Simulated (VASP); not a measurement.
Write the native input for VASP 6.6.1 that does the following.

- Task: single point
- Functional: PBE
- Potentials or basis: VASP PAW PBE potentials, release 64 (Al, N)
- Cutoff: 520 eV
- k mesh: 6 × 6 × 2
- Occupations: gaussian, width 0.05 eV
- Spin: no spin polarisation
- Dipole correction: no
- Further INCAR settings: LREAL = Auto; ALGO = Normal; EDIFF = 1e-06; NBANDS = 62

The structure of Al12N11 (a cell with a defect) lies in POSCAR:

```
Al12N11
1.0
    0.0000000000     -5.7405226851      0.0000000000
    4.9714384763      2.8702613426      0.0000000000
    0.0000000000      0.0000000000      8.3737655613
Al N
12 11
Direct
    0.3185066569      0.3333333014      0.3749999898
    0.3378538498      0.3333333014      0.8750000160
    0.6814934289      0.0148266946      0.3749999898
    0.6621461870     -0.0045204220      0.8750000160
   -0.0000000192      0.6518399082      0.3749999898
   -0.0000000438      0.6711872260      0.8750000160
    0.6666667111      0.6666666028      0.1325256830
    0.6666667111      0.6666666028      0.6174742966
    1.0000000007      0.3333333014      0.1128321534
    1.0000000007      0.3333333014      0.6371679456
    0.3333332473      0.9999999042      0.1325256830
    0.3333332473      0.9999999042      0.6174742966
    0.3300705865      0.3333333014      0.6252598024
    0.6699293483      0.0032626372      0.1247401772
    0.6699293483      0.0032626372      0.6252598024
   -0.0000000423      0.6634039656      0.1247401772
   -0.0000000423      0.6634039656      0.6252598024
    0.6666667111      0.6666666028      0.3749999898
    0.6666667111      0.6666666028      0.8750000160
    1.3300706413      0.3333333014      0.1247401772
    1.0000000007      0.3333333014      0.8750000160
    0.3333332473      0.9999999042      0.3749999898
    0.3333332473      0.9999999042      0.8750000160
```

The input as run:

INCAR

```
SYSTEM = Al12N11
PREC = Accurate
ENCUT = 520
EDIFF = 1E-6
ISMEAR = 0
SIGMA = 0.05
LREAL = Auto
LASPH = .TRUE.
NELM = 60
ALGO = Normal
ISIF = 2
LWAVE = .FALSE.
LCHARG = .FALSE.
GGA = PE
NBANDS = 62
```

KPOINTS

```
regular mesh
0
G
  6 6 2
  0 0 0
```

Potentials or basis: VASP PAW PBE potentials, release 64 (Al, N).

Command:

```console
$ cat potpaw_PBE.64/Al/POTCAR potpaw_PBE.64/N/POTCAR > POTCAR
$ mpirun -np 1 vasp_std > vasp.out
```

It gave:

| Quantity | Value |
| --- | --- |
| Pressure | -0.2 GPa |
| Largest force | 0.015 eV/Å |
| Band gap on the k mesh | zero (an odd number of electrons rules out a gap without spin polarisation) |

Caveat: the k points lie up to 0.38 Å⁻¹ apart, too coarse for converged energies and pressures of a metal; an odd number of electrons without spin polarisation forces a metal; a magnetic or distorted state may lie lower.

Wall time 13 min on 1 thread of Intel Xeon 8259CL, with other jobs on the host, peak memory 0.43 GiB.
